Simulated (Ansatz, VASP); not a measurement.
# One calculation of Hf, two programs

INCAR

```
PREC = Accurate ; ENCUT = 520
EDIFF = 1E-8 ; ISMEAR = -1
SIGMA = 0.05 ; LREAL = False
LASPH = True ; NELM = 60
ALGO = Normal ; ISIF = 2
LWAVE = False ; LCHARG = False
GGA = PE ; LEFG = True
NBANDS = 11
```

File KPOINTS:

```
Automatic mesh
0
Gamma
  14 14 14
```

POSCAR

```
Hf
1.0
   -1.7869500000      1.8050000000      1.8050000000
    1.8050000000     -1.7869500000      1.8050000000
    1.8050000000      1.8050000000     -1.7869500000
Hf
1
Direct
    0.0000000000      0.0000000000      0.0000000000
```

Input for Ansatz:

```yaml
crystal:
  lattice:
    - [-1.78695, 1.805, 1.805]
    - [1.805, -1.78695, 1.805]
    - [1.805, 1.805, -1.78695]
  atoms:
    - { symbol: Hf, position: [0.0, 0.0, 0.0] }
kpoints:
  mp_grid: { grid: [14, 14, 14] }
scf:
  occupations: { method: fermi_dirac, width: 0.05 }
hamiltonian:
  xc: pbe
  pseudopotentials: { kind: paw }
output:
  forces: true
  stress: true
  eigenvalues: true
  efg: { contact_densities: true }
  write_density: true
  write_potential: true
  elf: true
  volumetric_format: npy
```

Change from the starting cell: equal xy, yz and zx shear strains of +1 %, PAW files.

Alike in both runs: task electric field gradients; functional PBE; k mesh 14 × 14 × 14; occupations fermi-dirac, width 0.05 eV; no spin polarisation.

|  | VASP | Ansatz |
| --- | --- | --- |
| version | VASP 6.6.1 | Ansatz 0.2.0 |
| potentials or method | VASP PAW PBE potentials, release 64 (Hf_pv) | PAW with Ansatz's default frozen-core files, scalar-relativistic |
| plane-wave cutoff (eV) | 520 | 420 |
| valence electrons in the cell | 10 | 26 |

|  | VASP | Ansatz | Ansatz less VASP |
| --- | --- | --- | --- |
| pressure (GPa) | -5.3 | -4.9 | +0.36 |
| traceless stress, the component that is largest in VASP (GPa) | -0.49 | -0.49 | -0.006 |
| size of Vzz on the site where it differs most (V/Å²) | 19.3 | 20.0 | +0.66 |

VASP's potentials hold 10 valence electrons a cell and Ansatz's 26, so a difference there can come from the potentials and not from the codes.

Neither program's run includes spin-orbit coupling.
